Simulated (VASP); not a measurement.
Input of a VASP 6.6.1 run:

INCAR

```
ALGO = Normal ; DIPOL = 0.5 0.5 0.500
EDIFF = 1E-6 ; EDIFFG = -0.02
ENCUT = 520 ; GGA = PS
IBRION = 2 ; IDIPOL = 3
ISIF = 2 ; ISMEAR = 0
LASPH = True ; LCHARG = False
LDIPOL = True ; LREAL = False
LWAVE = False ; NELM = 100
NSW = 80 ; PREC = Accurate
SIGMA = 0.1
```

The input KPOINTS:

```
k-points
0
Gamma
  12 12 1
```

Contents of POSCAR:

```
Ti5N4
1.0
    2.9726300476      0.0000000000      0.0000000000
   -1.4863150238      2.5743731373      0.0000000000
    0.0000000000      0.0000000000     24.7085690809
Ti N
5 4
Direct
    0.6666666667      0.3333333333      0.3035384192
    0.3333333333      0.6666666667      0.4017692096
    0.0000000000      0.0000000000      0.5000000000
    0.6666666667      0.3333333333      0.5982307904
    0.3333333333      0.6666666667      0.6964615808
    0.0000000000      0.0000000000      0.3526538144
    0.6666666667      0.3333333333      0.4508846048
    0.3333333333      0.6666666667      0.5491153952
    0.0000000000      0.0000000000      0.6473461856
```

Potentials or basis: VASP PAW PBE potentials, release 64 (Ti_sv, N).

Run with:

```bash
$ cat potpaw_PBE.64/Ti_sv/POTCAR potpaw_PBE.64/N/POTCAR > POTCAR
$ mpirun -np 1 vasp_std > vasp.out
```

Predict the band gap on the k mesh.

zero (bands 40 and 41 overlap by 0.54 eV).

Estimate the energy gained by relaxing.

23.6 meV/atom.

Forces on the atoms (eV/Å):
```
Ti   0.000  0.000 -0.004
Ti   0.000  0.000  0.006
Ti   0.000  0.000  0.000
Ti   0.000  0.000 -0.006
Ti   0.000  0.000  0.004
N    0.000  0.000  0.002
N    0.000  0.000 -0.004
N    0.000  0.000  0.004
N    0.000  0.000 -0.002
```

Caveat: the PAW data sets were made with another functional, which shifts forces and pressure a little.
